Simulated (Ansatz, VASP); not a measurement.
MnSi in VASP and in Ansatz

```xyz
2
Lattice="3.0460 0.0000 0.0000 0.0000 3.0460 0.0000 0.0000 0.0000 3.0460" Properties=species:S:1:pos:R:3 pbc="T T T"
Mn    1.5230    1.5230    1.5230
Si    0.0000    0.0000    0.0000
```

Change from the starting cell: volume scaled by 1.06.

Alike in both runs: task single point; functional PBE; k mesh 9 × 9 × 9; occupations fermi-dirac, width 0.05 eV; collinear spin.

|  | VASP | Ansatz |
| --- | --- | --- |
| version | VASP 6.6.1 | Ansatz 0.2.0 |
| potentials or method | VASP PAW PBE potentials, release 64 (Mn_pv, Si), cutoff 520 eV | all-electron LAPW, scalar-relativistic |

|  | VASP | Ansatz | Ansatz less VASP |
| --- | --- | --- | --- |
| gap on the k mesh at the Fermi level (eV) | none | none | - |
| pressure (GPa) | -21.6 | -29.6 | -8.01 |
| net moment per atom (μB) | 0.97 | 0.47 | -0.508 |
| size of the moment on the site where the two differ most (μB) | 2.09 | 1.06 | -1.028 |

The net moments are unlike, so the other rows may belong to different states. Site moments also hang on the region over which each program counts them. A gap of «none» marks a metal or a gap that the smearing closes. Ansatz ran all-electron here, and VASP with PAW potentials.
